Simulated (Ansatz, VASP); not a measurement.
One calculation of Ni, two programs

POSCAR

```
Ni
1.0
    0.0000000000      1.7669000000      1.7669000000
    1.7669000000      0.0000000000      1.7669000000
    1.7669000000      1.7669000000      0.0000000000
Ni
1
Direct
    0.0000000000      0.0000000000      0.0000000000
```

INCAR.step1

```
SYSTEM = Ni
PREC = Accurate
ENCUT = 520
ISMEAR = -1
SIGMA = 0.1
LREAL = .FALSE.
LASPH = .TRUE.
NELM = 150
ISPIN = 2
MAGMOM = 2
LMAXMIX = 4
NBANDS = 15
GGA = PE
ALGO = Normal
EDIFF = 1E-4
LWAVE = .TRUE.
LCHARG = .FALSE.
```

INCAR.step2

```
SYSTEM = Ni
PREC = Accurate
ENCUT = 520
EDIFF = 1E-7
ISMEAR = -1
SIGMA = 0.1
LREAL = .FALSE.
LASPH = .TRUE.
NELM = 150
ALGO = Normal
ISIF = 2
LWAVE = .FALSE.
LCHARG = .FALSE.
ISPIN = 2
MAGMOM = 2
LORBIT = 11
LMAXMIX = 4
METAGGA = R2SCAN
LMIXTAU = .TRUE.
NBANDS = 15
ISTART = 1
```

KPOINTS

```
regular mesh
0
G
  7 7 7
  0 0 0
```

Input for Ansatz:

```yaml
crystal:
  lattice:
    - [0.0, 1.7669, 1.7669]
    - [1.7669, 0.0, 1.7669]
    - [1.7669, 1.7669, 0.0]
  atoms:
    - { symbol: Ni, position: [0.0, 0.0, 0.0], spin: 2.0 }
magnetization:
  spin_polarized: true
hamiltonian:
  xc: r2scan
  pseudopotentials: { kind: paw }
basis:
  ecutwfc: 500
kpoints:
  mp_grid: { grid: [7, 7, 7] }
scf:
  occupations: { method: fermi_dirac, width: 0.1 }
  lower_state_search: "off"
  max_iter: 80
output:
  forces: true
  stress: true
```

Alike in both runs: task single point; functional r2SCAN; k mesh 7 × 7 × 7; occupations fermi-dirac, width 0.1 eV; collinear spin.

|  | VASP | Ansatz |
| --- | --- | --- |
| version | VASP 6.6.1 | Ansatz 0.2.0 |
| potentials or method | VASP PAW PBE potentials, release 64 (Ni), cutoff 520 eV | PAW, plane waves, scalar-relativistic |
| valence electrons in the cell | 10 | 18 |

|  | VASP | Ansatz | Ansatz less VASP |
| --- | --- | --- | --- |
| pressure (GPa) | -8.1 | -8.4 | -0.35 |
| net moment per atom (μB) | 0.83 | 0.85 | +0.017 |
| size of the moment on the site where the two differ most (μB) | 0.86 | 0.92 | +0.060 |

VASP's potentials were made for PBE, not for r2SCAN. Site moments also hang on the region over which each program counts them. VASP's potentials hold 10 valence electrons a cell and Ansatz's 18, so a difference there can come from the potentials and not from the codes. Ansatz's warnings: stability check not made.

The k mesh is coarse, so the values compare programs but aren't converged.
